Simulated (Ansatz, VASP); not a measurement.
Sb: VASP beside Ansatz

```
Sb
1.0
     3.35453    0.00000    0.00000
    -1.67727    2.90511    0.00000
     0.00000    0.00000    5.47016
Sb
2
Cartesian
  1.6773 0.9684 4.1026
  0.0000 1.9367 1.3675
```

Alike in both runs: task single point; functional PBE-based screened hybrid with a share of 0.05 of exact exchange and HFSCREEN = 0.2; k mesh 5 × 5 × 3; occupations fermi-dirac, width 0.05 eV; no spin polarisation.

|  | VASP | Ansatz |
| --- | --- | --- |
| version | VASP 6.6.1 | Ansatz 0.2.0 |
| potentials or method | VASP PAW PBE potentials, release 64 (Sb) | Ansatz PAW |
| plane-wave cutoff (eV) | 520 | 420 |
| valence electrons in the cell | 10 | 30 |

```csv
,VASP,Ansatz,Ansatz less VASP
gap on the k mesh at the Fermi level (eV),none,none,-
pressure (GPa),-0.3,0.0,+0.33
"traceless stress, the component that is largest in VASP (GPa)",3.35,3.35,+0.008
```

VASP's potentials were made for PBE, not for PBE-based screened hybrid. A gap of «none» marks a metal or a gap that the smearing closes. VASP's potentials hold 10 valence electrons a cell and Ansatz's 30, so a difference there can come from the potentials and not from the codes.

The k mesh is coarse, so the values compare programs but aren't converged. Neither program's run includes spin-orbit coupling.
